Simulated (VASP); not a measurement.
# Ta (Cmcm) in VASP: a series of runs

The runs below take Ta through single point, with PBEsol.

Program: VASP 6.6.1. These are calculated values, not measurements. Logs are shortened: lines on timing, memory, paths and dates and some standing lists are left out, and cuts for length are marked.

## Step 1: The cell of the first run

Symmetry: Cmcm, No. 63, orthorhombic system. The conventional cell has a = 4.639 Å, b = 3.281 Å, c = 4.639 Å, α = 90.00°, β = 90.00°, γ = 90.00°. Ta (site symmetry m2m) has 14 Ta at 2.79 to 3.28 Å within 3.7 Å.

## Step 2: Single point, PBEsol (atoms displaced along a vibrational mode)

Contents of INCAR:

```
SYSTEM = Ta
ALGO = Fast
EDIFF = 1E-6
ENCUT = 520
GGA = PS
ISIF = 2
ISMEAR = 0
LASPH = .TRUE.
LCHARG = .TRUE.
LELF = .TRUE.
LREAL = .FALSE.
LVHAR = .TRUE.
LWAVE = .FALSE.
NBANDS = 18
NELM = 100
PREC = Accurate
SIGMA = 0.15
```

Contents of KPOINTS:

```
k-points
0
G
  22 22 14
  0 0 0
```

Contents of POSCAR:

```
Ta
1.0
   -1.6402597622      1.6402597622      1.6402597622
    1.6402597622     -1.6402597622      1.6402597622
    3.2805195245      3.2805195245      0.0000000000
Ta
2
Direct
    0.0137173395      0.0137173395      0.0000000000
    0.4862826605      0.4862826605      0.5000000000
```

Potentials or basis: VASP PAW PBE potentials, release 64 (Ta_pv).

Started as:

```sh
$ cat potpaw_PBE.64/Ta_pv/POTCAR > POTCAR
$ mpirun -np 1 vasp_std > vasp.out
```

OUTCAR:

```text
SYSTEM = Ta
   EDIFF = 1E-6
   ENCUT = 520
   GGA = PS
   ISIF = 2
   ISMEAR = 0
   LASPH = .TRUE.
   LREAL = .FALSE.
   NELM = 100
   PREC = Accurate

 ion  position               nearest neighbor table
   1  0.014  0.014  0.000-   2 2.79   2 2.79   2 2.89   2 2.89   2 3.28   2 3.28   2 3.28   2 3.28

   2  0.486  0.486  0.500-   1 2.79   1 2.79   1 2.89   1 2.89   1 3.28   1 3.28   1 3.28   1 3.28

  LATTYP: Found a base centered orthorhombic cell.
 ALAT       =     3.2805195244
 B/A-ratio  =     1.4142135624
 C/A-ratio  =     1.4142135624

  Lattice vectors:

 A1 = (  -1.6402597622,   1.6402597622,   1.6402597622)
 A2 = (   1.6402597622,  -1.6402597622,   1.6402597622)
 A3 = (   3.2805195245,   3.2805195245,   0.0000000000)

Analysis of symmetry for initial positions (statically):
=====================================================================
 Subroutine PRICEL returns:
 Original cell was already a primitive cell.

 Routine SETGRP: Setting up the symmetry group for a
 base centered orthorhombic supercell.

 Subroutine GETGRP returns: Found  8 space group operations
 (whereof  4 operations were pure point group operations)
 out of a pool of  8 trial point group operations.

The static configuration has the point symmetry C_2v.
 The point group associated with its full space group is D_2h.

Analysis of symmetry for dynamics (positions and initial velocities):
=====================================================================
 Subroutine PRICEL returns:
 Original cell was already a primitive cell.

 Routine SETGRP: Setting up the symmetry group for a
 base centered orthorhombic supercell.

 Subroutine GETGRP returns: Found  8 space group operations
 (whereof  4 operations were pure point group operations)
 out of a pool of  8 trial point group operations.

The dynamic configuration has the point symmetry C_2v.
 The point group associated with its full space group is D_2h.

 Subroutine INISYM returns: Found  8 space group operations
 (whereof  4 operations are pure point group operations),
 and found     1 'primitive' translations

----------------------------------------------------------------------------------------

                                     Primitive cell

  volume of cell :      35.3043

  direct lattice vectors                    reciprocal lattice vectors
    -1.640259762  1.640259762  1.640259762    -0.152414883  0.152414883  0.304829766
     1.640259762 -1.640259762  1.640259762     0.152414883 -0.152414883  0.304829766
     3.280519524  3.280519524  0.000000000     0.152414883  0.152414883  0.000000000

  length of vectors
     2.841013246  2.841013246  4.639355203     0.373338693  0.373338693  0.215547195

  position of ions in fractional coordinates (direct lattice)
     0.013717339  0.013717339  0.000000000
     0.486282661  0.486282661  0.500000000

  ion indices of the primitive-cell ions
   primitive index   ion index
                 1           1
                 2           2

----------------------------------------------------------------------------------------

 KPOINTS: k-points

Automatic generation of k-mesh.
 Grid dimensions read from file:
 generate k-points for:   22   22   14

 Generating k-lattice:

  Cartesian coordinates                     Fractional coordinates (reciprocal lattice)
    -0.006927949  0.006927949  0.013855898     0.045454545  0.000000000  0.000000000
     0.006927949 -0.006927949  0.013855898     0.000000000  0.045454545  0.000000000
     0.010886777  0.010886777  0.000000000     0.000000000  0.000000000  0.071428571

  Length of vectors
     0.016969941  0.016969941  0.015396228

  Shift w.r.t. Gamma in fractional coordinates (k-lattice)
     0.000000000  0.000000000  0.000000000

 Subroutine IBZKPT returns following result:
 ===========================================

 Found   1064 irreducible k-points:

 Following reciprocal coordinates:
            Coordinates               Weight
  0.000000  0.000000  0.000000      1.000000
  0.045455  0.000000  0.000000      4.000000
  0.090909  0.000000  0.000000      4.000000
  0.136364  0.000000  0.000000      4.000000
  0.181818  0.000000  0.000000      4.000000
  0.227273  0.000000  0.000000      4.000000
[... 16 lines left out ...]
  0.500000  0.045455  0.000000      4.000000
 -0.454545  0.045455  0.000000      4.000000
 [... further k-points ...]
   k-points           NKPTS =   1064   k-points in BZ     NKDIM =   1064   number of bands    NBANDS=     18
   number of dos      NEDOS =    301   number of ions     NIONS =      2
   total plane-waves  NPLWV =  20736
   dimension x,y,z NGX =    24 NGY =   24 NGZ =   36
   dimension x,y,z NGXF=    48 NGYF=   48 NGZF=   72
   ions per type =               2
   NGX,Y,Z   is equivalent  to a cutoff of  14.04, 14.04, 12.90 a.u.
   NGXF,Y,Z  is equivalent  to a cutoff of  28.09, 28.09, 25.80 a.u.
 SYSTEM =  Ta
   PREC   = accura    normal or accurate (medium, high low for compatibility)
   ISTART =      0    job   : 0-new  1-cont  2-samecut
   ICHARG =      2    charge: 1-file 2-atom 10-const
   ISPIN  =      1    spin polarized calculation?
   LNONCOLLINEAR =      F non collinear calculations
   LSORBIT =      F    spin-orbit coupling
   LASPH  =      T    aspherical Exc in radial PAW
   ENCUT  =  520.0 eV  38.22 Ry    6.18 a.u.   5.28  5.28  8.63*2*pi/ulx,y,z
   NELM   =    100;   NELMIN=  2; NELMDL= -5     # of ELM steps
   EDIFF  = 0.1E-05   stopping-criterion for ELM
   LREAL  =      F    real-space projection
   EDIFFG = 0.1E-04   stopping-criterion for IOM
   NSW    =      0    number of steps for IOM
   IBRION =     -1    ionic relax: 0-MD 1-quasi-New 2-CG
   NFREE  =      0    steps in history (QN), initial steepest desc. (CG)
   ISIF   =      2    stress and relaxation
   ISYM   =      2    0-nonsym 1-usesym 2-fastsym
   POTIM  = 0.5000    time-step for ionic-motion
   TEBEG  =    0.0;   TEEND  =   0.0 temperature during run
   PSTRESS=    0.0 pullay stress
   NELECT =      22.0000    total number of electrons
   NUPDOWN=      -1.0000    fix difference up-down
   EMIN   =  10.00;   EMAX   =-10.00  energy-range for DOS
   EFERMI =   0.00;   METHOD = LEGACY
   ISMEAR =     0;   SIGMA  =   0.15  broadening in eV -4-tet -1-fermi 0-gaus
   EFERMI_NEDOS =   21; number of points for ismear=-14 and -15
   IALGO  =     68    algorithm
   IMIX   =      4    mixing-type and parameters
     AMIX     =   0.40;   BMIX     =  1.00
     AMIX_MAG =   1.60;   BMIX_MAG =  1.00
  volume/ion in A,a.u.               =      17.65       119.12
  Fermi-wavevector in a.u.,A,eV,Ry     =   1.398320  2.642441 26.603439  1.955298
  Thomas-Fermi vector in A             =   2.521489
   LORBIT       =      0    0 simple, 1 ext, 2 COOP (PROOUT), +10 PAW based schemes
   GGA     = PS    functional components
   LHFCALC =     F    Hartree Fock is set to
   AEXX    =    0.0000 exact exchange contribution
   IVDW    =     0    specifies the selected vdW correction
   LEPSILON=     F    determine dielectric tensor
   LRPA    =     F    only Hartree local field effects (RPA)
 non-spin polarized calculation
 RMM-DIIS sequential band-by-band and
 Gauss-broadening in eV      SIGMA  =   0.15
  energy-cutoff  :      520.00
  volume of cell :       35.30
 maximum number of plane-waves:       970
 NGX is ok and might be reduce to    24
   NGX = 11   NGY = 11   NGZ = 17

 number of electron      22.0000003 magnetization

 Free energy of the ion-electron system (eV)
  ---------------------------------------------------
  ext. energy  EPLUGINS =         0.00000000
  ---------------------------------------------------
  free energy    TOTEN  =       -25.08753466 eV

  energy without entropy =      -25.05743538  energy(sigma->0) =      -25.07248502

 E-fermi :   5.4845     XC(G=0): -12.8310

 val. band max:        5.4831820172   @ k =   0.1364   0.1364   0.0714
 cond. band min:       5.4850763499   @ k =   0.3182   0.1364   0.2857
 fundamental gap:      0.0018943327
 Fermi energy:         5.4845111183

 k-point     1 :       0.0000    0.0000    0.0000
  band No.  band energies     occupation
      1     -28.7340      2.00000
      2     -27.8679      2.00000
      3     -27.4667      2.00000
      4     -27.4647      2.00000
      5     -27.4614      2.00000
      6     -27.4550      2.00000
[... 10 lines left out ...]
     17      10.4464      0.00000
     18      13.3987      0.00000

 k-point     2 :       0.0455    0.0000    0.0000
  band No.  band energies     occupation
      1     -28.7259      2.00000
      2     -27.8755      2.00000
      3     -27.4854      2.00000
      4     -27.4770      2.00000
      5     -27.4644      2.00000
      6     -27.4592      2.00000
[... 10 lines left out ...]
     17      10.5269      0.00000
     18      13.4829      0.00000

 k-point     3 :       0.0909    0.0000    0.0000
  band No.  band energies     occupation
      1     -28.7020      2.00000
      2     -27.8998      2.00000
      3     -27.5475      2.00000
      4     -27.5061      2.00000
      5     -27.4720      2.00000
      6     -27.4697      2.00000
[... 10 lines left out ...]
     17      10.6806      0.00000
     18      13.7526      0.00000

 k-point     4 :       0.1364    0.0000    0.0000
  band No.  band energies     occupation
      1     -28.6629      2.00000
      2     -27.9454      2.00000
      3     -27.6448      2.00000
      4     -27.5432      2.00000
      5     -27.4934      2.00000
      6     -27.4780      2.00000
[... 375 lines left out ...]
      4     -27.8848      2.00000
      5     -27.6284      2.00000
      6     -27.5992      2.00000
[... 10 lines left out ...]
     17      12.8834      0.00000
     18      14.9568      0.00000

 k-point    23 :       0.5000    0.0455    0.0000
  band No.  band energies     occupation
      1     -28.5029      2.00000
      2     -28.4861      2.00000
      3     -28.1240      2.00000
      4     -27.8711      2.00000
      5     -27.6120      2.00000
      6     -27.6085      2.00000
[... 10 lines left out ...]
     17      13.9002      0.00000
     18      14.0612      0.00000

 k-point    24 :      -0.4545    0.0455    0.0000
  band No.  band energies     occupation
      1     -28.4944      2.00000
      2     -28.4530      2.00000
      3     -28.1863      2.00000
      4     -27.8130      2.00000
      5     -27.6158      2.00000
      6     -27.5934      2.00000
[... 10 lines left out ...]
     17      12.8147      0.00000
     18      15.2556      0.00000

 [... further k-points ...]
[... 5 lines left out ...]
  --------------------------------------------------------------------------------------
  -------------------------------------------------------------------------------------
  Total        0.1598209      0.1598209      0.0799604      0.0668046      0.0000000      0.0000000
  in kB        7.2529757      7.2529757      3.6287557      3.0317187      0.0000000      0.0000000
  external PRESSURE =       6.0449024 kB  Pullay stress =       0.0000000 kB

 VOLUME and BASIS-vectors are now :
 -----------------------------------------------------------------------------
  energy-cutoff  :      520.00
  volume of cell :       35.30
      direct lattice vectors                 reciprocal lattice vectors
    -1.640259762  1.640259762  1.640259762    -0.152414883  0.152414883  0.304829766
     1.640259762 -1.640259762  1.640259762     0.152414883 -0.152414883  0.304829766
     3.280519524  3.280519524  0.000000000     0.152414883  0.152414883  0.000000000

 POSITION                                       TOTAL-FORCE (eV/Angst)
 -----------------------------------------------------------------------------------
      0.00000      0.00000      0.04500        -0.000000     -0.000000     -0.631930
      1.64026      1.64026      1.59526         0.000000      0.000000      0.631930
 -----------------------------------------------------------------------------------
    total drift:                                0.000000      0.000000      0.000000

  FREE ENERGIE OF THE ION-ELECTRON SYSTEM (eV)
  ---------------------------------------------------
  free  energy   TOTEN  =       -25.0875346625 eV

  energy  without entropy=      -25.0574353780  energy(sigma->0) =      -25.07248502
```

Wall time 7.6 min (1 thread of Oxide Virtual Turin-like, shared host); peak memory 0.57 GiB.

Results:

| Item | Value |
| --- | --- |
| Free energy | -25.0875 eV |
| Pressure | 0.6 GPa |
| Largest force | 0.632 eV/Å |
| Band gap on the k mesh | zero (bands 11 and 12 overlap by 3.11 eV) |

Forces in eV/Å, atoms in the order of the input:
```
Ta   0.000  0.000 -0.632
Ta   0.000  0.000  0.632
```

Caveat: the cell differs from its parent crystal (atoms displaced along a vibrational mode); the PAW data sets were made with another functional, which shifts forces and pressure a little; spin-orbit coupling is left out, which moves the levels of the heavy elements.

(Part 1 of 2 ends here.)
